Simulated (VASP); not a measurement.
Sn2Pt, 3 atoms in the cell. It takes space group Fm-3m (No. 225, cubic). The conventional cell has a = 6.372 Å, b = 6.372 Å, c = 6.372 Å, α = 90.00°, β = 90.00°, γ = 90.00°. Within 3.6 Å of Sn (site symmetry -43m) lie 4 Pt at 2.76 Å and 6 Sn at 3.19 Å. Pt (site symmetry m-3m) has 8 Sn at 2.76 Å within 3.6 Å. 

| Quantity | Value |
| --- | --- |
| Program | VASP 6.6.1 |
| Task | vibrations by perturbation theory |
| Functional | LDA |
| Potentials or basis | VASP PAW LDA potentials, release 64 (Sn_d, Pt) |
| Cutoff | 500 eV |
| k mesh | 12 × 12 × 12 |
| Occupations | fermi-dirac, width 0.15 eV |
| Spin | no spin polarisation |
| Dipole correction | no |
| Further INCAR settings | ALGO = Normal; EDIFF = 1e-08; NBANDS = 26; IBRION = 8; NSW = 1 |

Potentials or basis: VASP PAW LDA potentials, release 64 (Sn_d, Pt).

Command:

```sh
$ cat potpaw_LDA.64/Sn_d/POTCAR potpaw_LDA.64/Pt/POTCAR > POTCAR
$ mpirun -np 1 vasp_std > vasp.out
```

Hardware: 1 thread of Oxide Virtual Turin-like Processor, with other jobs on the host.

How long does it take, and how much memory?

It took 21 min on 1 thread of Oxide Virtual Turin-like Processor (shared host), peak memory 0.89 GiB. Counts: scf iterations 45, k points 72.
